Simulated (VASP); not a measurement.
A run of VASP 6.6.1 is set up as follows.

Contents of INCAR:

```
SYSTEM = InAg
ALGO = Normal
EDIFF = 1E-6
ENCUT = 520
ISIF = 2
ISMEAR = -1
LASPH = .True.
LCHARG = .False.
LREAL = .False.
LWAVE = .False.
NBANDS = 19
NELM = 60
PREC = Accurate
SIGMA = 0.15
```

KPOINTS

```
k-points
0
Gamma
  5 5 5
  0 0 0
```

POSCAR

```
InAg
1.0
    3.4647890000      0.0000000000      0.0000000000
    0.0000000000      3.4647890000      0.0000000000
    0.0000000000      0.0000000000      3.4647890000
In Ag
1 1
Direct
    0.5000000000      0.5000000000      0.5000000000
    0.0000000000      0.0150000000      0.0000000000
```

Potentials or basis: VASP PAW LDA potentials, release 64 (In_d, Ag).

Command:

```sh
$ cat potpaw_LDA.64/In_d/POTCAR potpaw_LDA.64/Ag/POTCAR > POTCAR
$ mpirun -np 1 vasp_std > vasp.out
```

Q: What does it give for the largest force?

A: 0.074 eV/Å.

Q: What does it give for the band gap on the k mesh?

A: Zero (band 12 reaches 11.40 eV, above the bottom of band 13 at 7.74 eV).

Q: What does it give for the pressure?

A: -4.5 GPa.

Forces on the atoms (eV/Å):
```
In   0.000  0.074  0.000
Ag   0.000 -0.074  0.000
```

Caveat: the k points lie up to 0.36 Å⁻¹ apart; spin-orbit coupling is left out, which moves the levels of the heavy elements.
